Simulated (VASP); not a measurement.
# Sb in VASP: single point with PBE

Aim: the single point of Sb with PBE.

Program: VASP 6.6.1. These are calculated values, not measurements. Logs are shortened: lines on timing, memory, paths and dates and some standing lists are left out, and cuts for length are marked.

**1. The cell of the first run**

The cell holds a sheet with vacuum, 2 atoms: a = 3.133 Å, b = 3.133 Å, c = 31.360 Å, α = 90.00°, β = 90.00°, γ = 90.00°.

**2. Single point, PBE**

POSCAR reads:

```
Sb
1.0
    3.1333400000      0.0000000000      0.0000000000
    0.0000000000      3.1333400000      0.0000000000
    0.0000000000      0.0000000000     31.3600000000
Sb
2
Direct
    0.0000000000      0.0000000000      0.2420100000
    0.0000000000      0.0000000000      0.3319700000
```

INCAR.step1 reads:

```
SYSTEM = Sb
PREC     = Accurate       ! precision mode
ENCUT    = 520            ! plane-wave cutoff, eV
EDIFF    = 1E-6           ! SCF threshold, eV
ISMEAR   = -1             ! smearing method
SIGMA    = 0.05           ! smearing width, eV
LREAL    = .False.        ! projectors in reciprocal space
LASPH    = .True.         ! aspherical terms in the spheres
NELM     = 100            ! most SCF steps
ALGO     = Normal         ! electronic algorithm
ISIF     = 2              ! what is computed and relaxed
LWAVE    = .False.        ! write WAVECAR
LCHARG   = .True.         ! write CHGCAR
GGA      = PE             ! functional
NBANDS   = 12             ! bands
```

KPOINTS.step1 reads:

```
Automatic mesh
0
Gamma
  9 9 1
  0 0 0
```

INCAR.step2 reads:

```
SYSTEM = Sb
PREC     = Accurate       ! precision mode
ENCUT    = 520            ! plane-wave cutoff, eV
EDIFF    = 1E-6           ! SCF threshold, eV
ISMEAR   = -5             ! smearing method
SIGMA    = 0.05           ! smearing width, eV
LREAL    = .False.        ! projectors in reciprocal space
LASPH    = .True.         ! aspherical terms in the spheres
NELM     = 100            ! most SCF steps
ALGO     = Normal         ! electronic algorithm
ISIF     = 2              ! what is computed and relaxed
LWAVE    = .False.        ! write WAVECAR
LCHARG   = .False.        ! write CHGCAR
GGA      = PE             ! functional
LORBIT   = 10             ! projections on sites
NBANDS   = 12             ! bands
NEDOS    = 2001           ! points of the DOS
ICHARG   = 11             ! starting density
```

KPOINTS.step2 reads:

```
Automatic mesh
0
Gamma
  14 14 1
  0 0 0
```

Potentials or basis: VASP PAW PBE potentials, release 64 (Sb).

Run with:

```bash
$ cat potpaw_PBE.64/Sb/POTCAR > POTCAR
$ cp INCAR.step1 INCAR
$ cp KPOINTS.step1 KPOINTS
$ mpirun -np 1 vasp_std > vasp.out
$ cp INCAR.step2 INCAR
$ cp KPOINTS.step2 KPOINTS
$ mpirun -np 1 vasp_std > vasp.out
```

OUTCAR:

```text
SYSTEM = Sb
   PREC = Accurate
   ENCUT = 520
   EDIFF = 1E-6
   ISMEAR = -5
   LREAL = .False.
   LASPH = .True.
   NELM = 100
   ISIF = 2
   GGA = PE
   LORBIT = 10
   ICHARG = 11

 ion  position               nearest neighbor table
   1  0.000  0.000  0.242-   2 2.82
   2  0.000  0.000  0.332-   1 2.82

  LATTYP: Found a simple tetragonal cell.
 ALAT       =     3.1333400000
 C/A-ratio  =    10.0084893436

  Lattice vectors:

 A1 = (   3.1333400000,   0.0000000000,   0.0000000000)
 A2 = (   0.0000000000,   3.1333400000,   0.0000000000)
 A3 = (   0.0000000000,   0.0000000000,  31.3600000000)

Analysis of symmetry for initial positions (statically):
=====================================================================
 Subroutine PRICEL returns:
 Original cell was already a primitive cell.

 Routine SETGRP: Setting up the symmetry group for a
 simple tetragonal supercell.

 Subroutine GETGRP returns: Found 16 space group operations
 (whereof  8 operations were pure point group operations)
 out of a pool of 16 trial point group operations.

The static configuration has the point symmetry C_4v.
 The point group associated with its full space group is D_4h.

Analysis of symmetry for dynamics (positions and initial velocities):
=====================================================================
 Subroutine PRICEL returns:
 Original cell was already a primitive cell.

 Routine SETGRP: Setting up the symmetry group for a
 simple tetragonal supercell.

 Subroutine GETGRP returns: Found 16 space group operations
 (whereof  8 operations were pure point group operations)
 out of a pool of 16 trial point group operations.

The dynamic configuration has the point symmetry C_4v.
 The point group associated with its full space group is D_4h.

 Subroutine INISYM returns: Found 16 space group operations
 (whereof  8 operations are pure point group operations),
 and found     1 'primitive' translations

----------------------------------------------------------------------------------------

                                     Primitive cell

  volume of cell :     307.8868

  direct lattice vectors                    reciprocal lattice vectors
     3.133340000  0.000000000  0.000000000     0.319148257  0.000000000  0.000000000
     0.000000000  3.133340000  0.000000000     0.000000000  0.319148257  0.000000000
     0.000000000  0.000000000 31.360000000     0.000000000  0.000000000  0.031887755

  length of vectors
     3.133340000  3.133340000 31.360000000     0.319148257  0.319148257  0.031887755

  position of ions in fractional coordinates (direct lattice)
     0.000000000  0.000000000  0.242010000
     0.000000000  0.000000000  0.331970000

  ion indices of the primitive-cell ions
   primitive index   ion index
                 1           1
                 2           2

----------------------------------------------------------------------------------------

 KPOINTS: Automatic mesh

Automatic generation of k-mesh.
 Grid dimensions read from file:
 generate k-points for:   14   14    1

 Generating k-lattice:

  Cartesian coordinates                     Fractional coordinates (reciprocal lattice)
     0.022796304  0.000000000  0.000000000     0.071428571  0.000000000  0.000000000
     0.000000000  0.022796304  0.000000000     0.000000000  0.071428571  0.000000000
     0.000000000  0.000000000  0.031887755     0.000000000  0.000000000  1.000000000

  Length of vectors
     0.022796304  0.022796304  0.031887755

  Shift w.r.t. Gamma in fractional coordinates (k-lattice)
     0.000000000  0.000000000  0.000000000

 TETIRR: Found    301 inequivalent tetrahedra from     1176

 Subroutine IBZKPT returns following result:
 ===========================================

 Found     36 irreducible k-points:

 Following reciprocal coordinates:
            Coordinates               Weight
  0.000000  0.000000  0.000000      1.000000
  0.071429  0.000000  0.000000      4.000000
  0.142857  0.000000  0.000000      4.000000
  0.214286  0.000000  0.000000      4.000000
  0.285714  0.000000  0.000000      4.000000
  0.357143  0.000000  0.000000      4.000000
[... 16 lines left out ...]
  0.285714  0.214286  0.000000      8.000000
  0.357143  0.214286  0.000000      8.000000
 [... further k-points ...]
   k-points           NKPTS =     36   k-points in BZ     NKDIM =     36   number of bands    NBANDS=     12
   number of dos      NEDOS =   2001   number of ions     NIONS =      2
   total plane-waves  NPLWV = 138240
   dimension x,y,z NGX =    24 NGY =   24 NGZ =  240
   dimension x,y,z NGXF=    48 NGYF=   48 NGZF=  480
   ions per type =               2
   NGX,Y,Z   is equivalent  to a cutoff of  12.73, 12.73, 12.72 a.u.
   NGXF,Y,Z  is equivalent  to a cutoff of  25.47, 25.47, 25.45 a.u.
 SYSTEM =  Sb
   PREC   = accura    normal or accurate (medium, high low for compatibility)
   ISTART =      0    job   : 0-new  1-cont  2-samecut
   ICHARG =     11    charge: 1-file 2-atom 10-const
   ISPIN  =      1    spin polarized calculation?
   LNONCOLLINEAR =      F non collinear calculations
   LSORBIT =      F    spin-orbit coupling
   LASPH  =      T    aspherical Exc in radial PAW
   ENCUT  =  520.0 eV  38.22 Ry    6.18 a.u.   5.83  5.83 58.31*2*pi/ulx,y,z
   NELM   =    100;   NELMIN=  2; NELMDL=  0     # of ELM steps
   EDIFF  = 0.1E-05   stopping-criterion for ELM
   LREAL  =      F    real-space projection
[... 7 lines left out ...]
   TEBEG  =    0.0;   TEEND  =   0.0 temperature during run
   PSTRESS=    0.0 pullay stress
   NELECT =      10.0000    total number of electrons
   NUPDOWN=      -1.0000    fix difference up-down
   EMIN   =  10.00;   EMAX   =-10.00  energy-range for DOS
   EFERMI =   0.00;   METHOD = LEGACY
   ISMEAR =    -5;   SIGMA  =   0.05  broadening in eV -4-tet -1-fermi 0-gaus
   EFERMI_NEDOS =   21; number of points for ismear=-14 and -15
   IALGO  =     38    algorithm
   IMIX   =      4    mixing-type and parameters
     AMIX     =   0.40;   BMIX     =  1.00
     AMIX_MAG =   1.60;   BMIX_MAG =  1.00
  volume/ion in A,a.u.               =     153.94      1038.86
  Fermi-wavevector in a.u.,A,eV,Ry     =   0.522329  0.987059  3.712050  0.272828
  Thomas-Fermi vector in A             =   1.541083
   LORBIT       =     10    0 simple, 1 ext, 2 COOP (PROOUT), +10 PAW based schemes
   GGA     = PE    functional components
   LHFCALC =     F    Hartree Fock is set to
   AEXX    =    0.0000 exact exchange contribution
   IVDW    =     0    specifies the selected vdW correction
   LEPSILON=     F    determine dielectric tensor
   LRPA    =     F    only Hartree local field effects (RPA)
 non-spin polarized calculation
 Fermi weights with tetrahedron method with Bloechl corrections
  energy-cutoff  :      520.00
  volume of cell :      307.89
 maximum number of plane-waves:      8408
 NGX is ok and might be reduce to    24

 number of electron      10.0000000 magnetization

 Free energy of the ion-electron system (eV)
  ---------------------------------------------------
  ext. energy  EPLUGINS =         0.00000000
  ---------------------------------------------------
  free energy    TOTEN  =        -7.96477744 eV

  energy without entropy =       -7.96477744  energy(sigma->0) =       -7.96477744

 E-fermi :  -1.6960     XC(G=0):  -2.2506

 val. band max:       -1.7892820805   @ k =   0.5000   0.5000   0.0000
 cond. band min:      -1.6313139526   @ k =   0.2857   0.2143   0.0000
 fundamental gap:      0.1579681279
 Fermi energy:        -1.6959633036

 k-point     1 :       0.0000    0.0000    0.0000
  band No.  band energies     occupation
      1     -13.8628      2.00000
      2     -11.8738      2.00000
      3      -5.7801      2.00000
      4      -1.5438      0.00000
      5       1.5456      0.00000
      6       1.5456      0.00000
      7       1.5972      0.00000
      8       2.0758      0.00000
      9       2.1874      0.00000
     10       2.6609      0.00000
     11       2.8867      0.00000
     12       3.1649      0.00000

 k-point     2 :       0.0714    0.0000    0.0000
  band No.  band energies     occupation
      1     -13.7917      2.00000
      2     -11.8010      2.00000
      3      -5.7116      2.00000
      4      -1.4703      0.00000
      5       0.6460      0.00000
      6       1.6153      0.00000
      7       1.6735      0.00000
      8       2.1437      0.00000
      9       2.2654      0.00000
     10       2.3181      0.00000
     11       2.7417      0.00000
     12       2.9642      0.00000

 k-point     3 :       0.1429    0.0000    0.0000
  band No.  band energies     occupation
      1     -13.5806      2.00000
      2     -11.5845      2.00000
      3      -5.5108      2.00000
      4      -1.2529      0.29697
      5      -1.0031      0.00000
      6       0.6895      0.00000
      7       1.8189      0.00000
      8       1.8986      0.00000
      9       2.3871      0.00000
     10       2.4991      0.00000
     11       2.9718      0.00000
     12       3.1948      0.00000
[... 286 lines left out ...]
 k-point    23 :       0.2857    0.2143    0.0000
  band No.  band energies     occupation
      1     -12.1562      2.00000
      2     -10.1085      2.00000
      3      -4.2691      2.00000
      4      -3.6096      2.00000
      5      -2.0392      1.93353
      6      -1.6313      0.32845
      7       0.0021      0.00000
      8       0.3391      0.00000
      9       3.3839      0.00000
     10       3.9906      0.00000
     11       4.1237      0.00000
     12       4.5823      0.00000

 k-point    24 :       0.3571    0.2143    0.0000
  band No.  band energies     occupation
      1     -11.6364      2.00000
      2      -9.5509      2.00000
      3      -5.0639      2.00000
      4      -3.6974      2.00000
      5      -3.3965      2.00000
      6      -1.1683      0.09409
      7       0.4502      0.00000
      8       0.8940      0.00000
      9       3.2774      0.00000
     10       4.3712      0.00000
     11       4.6181      0.00000
     12       4.8455      0.00000

 [... further k-points ...]

------------------------ aborting loop because EDIFF is reached ----------------------------------------

  FORCE on cell =-STRESS in cart. coord.  units (eV):
  Direction    XX          YY          ZZ          XY          YZ          ZX
  --------------------------------------------------------------------------------------
  -------------------------------------------------------------------------------------
  Total        0.4081041      0.4081041      0.3476849      0.0000000      0.0000000      0.0000000
  in kB        2.1236867      2.1236867      1.8092781      0.0000000      0.0000000      0.0000000
  external PRESSURE =       2.0188838 kB  Pullay stress =       0.0000000 kB

 VOLUME and BASIS-vectors are now :
 -----------------------------------------------------------------------------
  energy-cutoff  :      520.00
  volume of cell :      307.89
      direct lattice vectors                 reciprocal lattice vectors
     3.133340000  0.000000000  0.000000000     0.319148257  0.000000000  0.000000000
     0.000000000  3.133340000  0.000000000     0.000000000  0.319148257  0.000000000
     0.000000000  0.000000000 31.360000000     0.000000000  0.000000000  0.031887755

 POSITION                                       TOTAL-FORCE (eV/Angst)
 -----------------------------------------------------------------------------------
      0.00000      0.00000      7.58943        -0.000000      0.000000     -0.147627
      0.00000      0.00000     10.41058         0.000000      0.000000      0.147627
 -----------------------------------------------------------------------------------
    total drift:                                0.000000      0.000000      0.000001

  FREE ENERGIE OF THE ION-ELECTRON SYSTEM (eV)
  ---------------------------------------------------
  free  energy   TOTEN  =        -7.9647774376 eV

  energy  without entropy=       -7.9647774376  energy(sigma->0) =       -7.96477744

 total charge

# of ion       s       p       d       tot
------------------------------------------
    1        1.214   1.141   0.032   2.387
    2        1.214   1.141   0.032   2.387
--------------------------------------------------
tot          2.428   2.283   0.063   4.773
```

Wall time 3.1 min (1 thread of Intel Xeon 8259CL, shared host); peak memory 0.38 GiB.

Results:

```
Valence electrons inside the program's atomic spheres : Sb 2.39
```

Caveat: spin-orbit coupling is left out, which moves the levels of the heavy elements; tetrahedron occupations give inexact forces and stress in metals.
